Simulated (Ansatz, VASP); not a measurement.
GaCuSe2 in VASP and in Ansatz

```
CELL_PARAMETERS angstrom
-2.61366 2.61366 5.34812
2.61366 -2.61366 5.34812
2.61366 2.61366 -5.34812
ATOMIC_POSITIONS crystal
Ga 0.00000 0.00000 0.00000
Ga 0.75000 0.25000 0.50000
Cu 0.25000 0.75000 0.50000
Cu 0.50000 0.50000 0.00000
Se 0.75244 0.75244 0.00000
Se 0.24756 0.24756 0.00000
Se 0.99756 0.49756 0.50000
Se 0.50244 0.00244 0.50000
```

Alike in both runs: functional r2SCAN; k mesh 6 × 6 × 6; occupations methfessel-paxton of order 1, width 0.05 eV; no spin polarisation.

Ansatz relaxed the structure, and its values are those at the end. VASP's run is a single point on that final structure, the one shown.

|  | VASP | Ansatz |
| --- | --- | --- |
| version | VASP 6.6.1 | Ansatz 0.2.0 |
| potentials or method | VASP PAW PBE potentials, release 64 (Ga_d, Cu, Se) | plane waves, PAW |
| plane-wave cutoff (eV) | 520 | 500 |
| valence electrons in the cell | 72 | 128 |

Ansatz gave:

- gap on the k mesh at the Fermi level (eV): none
- pressure (GPa): 0.0
- rms of the force components (eV/Å): 0.001

Q: Which values does VASP return?

A: gap on the k mesh at the Fermi level (eV): none; pressure (GPa): 0.1; rms of the force components (eV/Å): 0.003.

VASP's potentials were made for PBE, not for r2SCAN. A gap of «none» marks a metal or a gap that the smearing closes. The functional is the same, so the differences come from potentials, cutoffs and numerics. VASP's potentials hold 72 valence electrons a cell and Ansatz's 128, so a difference there can come from the potentials and not from the codes.
